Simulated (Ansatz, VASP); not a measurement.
**InAs: VASP beside Ansatz**

INCAR

```
PREC = Accurate ; ENCUT = 500
EDIFF = 1E-6 ; ISMEAR = 0
SIGMA = 0.15 ; LREAL = F
LASPH = T ; NELM = 120
ALGO = Normal ; ISIF = 2
LWAVE = F ; LCHARG = F
GGA = CA ; NBANDS = 16
GGA_COMPAT = F
```

KPOINTS

```
regular mesh
0
Gamma
  14 14 14
```

Contents of POSCAR:

```
InAs
1.0
    0.0000000000      2.8243387318      2.8243387318
    2.8243387318      0.0000000000      2.8243387318
    2.8243387318      2.8243387318      0.0000000000
In As
1 1
Direct
    0.4888182119      0.5111817881      0.5111817881
    0.0171361882     -0.0171361882     -0.0171361882
```

Input for Ansatz:

```yaml
crystal:
  lattice:
    - [0.0, 2.8243387318, 2.8243387318]
    - [2.8243387318, 0.0, 2.8243387318]
    - [2.8243387318, 2.8243387318, 0.0]
  atoms:
    - { symbol: In, position: [0.4888182119, 0.5111817881, 0.5111817881] }
    - { symbol: As, position: [0.0171361882, -0.0171361882, -0.0171361882] }
basis:
  ecutwfc: 420
kpoints:
  mp_grid: { grid: [14, 14, 14] }
hamiltonian:
  xc: lda
  pseudopotentials: { kind: paw, azcp: { folder: soft_1 } }
scf:
  occupations: { method: gaussian, width: 0.15 }
output:
  forces: true
  stress: true
  eigenvalues: true
```

Change from the starting cell: mode 4 frozen in at -0.096 Å, equal normal strain along x, y and z +0.0083.

Alike in both runs: task single point; functional LDA; k mesh 14 × 14 × 14; occupations gaussian, width 0.15 eV; no spin polarisation.

|  | VASP | Ansatz |
| --- | --- | --- |
| version | VASP 6.6.1 | Ansatz 0.2.0 |
| potentials or method | VASP PAW LDA potentials, release 64 (In_d, As), cutoff 500 eV | scalar-relativistic, plane waves, PAW |
| valence electrons in the cell | 18 | 28 |

```csv
,VASP,Ansatz,Ansatz less VASP
gap on the k mesh at the Fermi level (eV),none,none,-
pressure (GPa),-0.9,-1.2,-0.28
"traceless stress, the component that is largest in VASP (GPa)",1.96,1.95,-0.016
rms of the force components (eV/Å),0.249,0.244,-0.0058
```

Ansatz warns that its potentials were made for another functional, while VASP's fit it. LDA's correlation is that of Perdew and Zunger in VASP and of Perdew and Wang (1992) in Ansatz. Atom by atom the forces differ by 0.006 eV/Å (rms over components). A gap of «none» marks a metal or a gap that the smearing closes. VASP's potentials hold 18 valence electrons a cell and Ansatz's 28, so a difference there can come from the potentials and not from the codes.
